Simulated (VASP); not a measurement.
Here is a VASP 6.6.1 calculation.

The input INCAR:

```
PREC = Accurate
ENCUT = 520
EDIFF = 1E-6
ISMEAR = 0
SIGMA = 0.01
LREAL = F
LASPH = T
NELM = 150
ALGO = Normal
ISIF = 2
LWAVE = F
LCHARG = F
LMAXMIX = 4
LDAU = T
LDAUTYPE = 2
LDAUL = -1 2 -1
LDAUU = 0 1 0
LDAUJ = 0 0 0
LDAUPRINT = 1
GGA = PS
IVDW = 13
NBANDS = 28
```

KPOINTS

```
Automatic mesh
0
Gamma
  6 6 6
```

Contents of POSCAR:

```
BaTiO3
1.0
    2.8273670000      1.6323810000      2.3183930000
   -2.8273670000      1.6323810000      2.3183930000
    0.0000000000     -3.2647620000      2.3183930000
Ba Ti O
1 1 3
Direct
    0.0000000000      0.0000000000      0.0000000000
    0.4845000000      0.4845000000      0.4845000000
    0.5086000000      0.5086000000      0.0175000000
    0.0175000000      0.5086000000      0.5086000000
    0.5086000000      0.0175000000      0.5086000000
```

Potentials or basis: VASP PAW PBE potentials, release 64 (Ba_sv, Ti_sv, O).

Command:

```sh
$ cat potpaw_PBE.64/Ba_sv/POTCAR potpaw_PBE.64/Ti_sv/POTCAR potpaw_PBE.64/O/POTCAR > POTCAR
$ mpirun -np 1 vasp_std > vasp.out
```

(1) Estimate the largest force.

(2) Predict the band gap on the k mesh.

(3) Estimate the dispersion energy per atom.

Results:

(1) 0.390 eV/Å.

(2) 2.43 eV, indirect (least direct gap 2.83 eV).

(3) -0.125 eV.

Caveat: the PAW data sets were made with another functional, which shifts forces and pressure a little; spin-orbit coupling is left out, which moves the levels of the heavy elements.
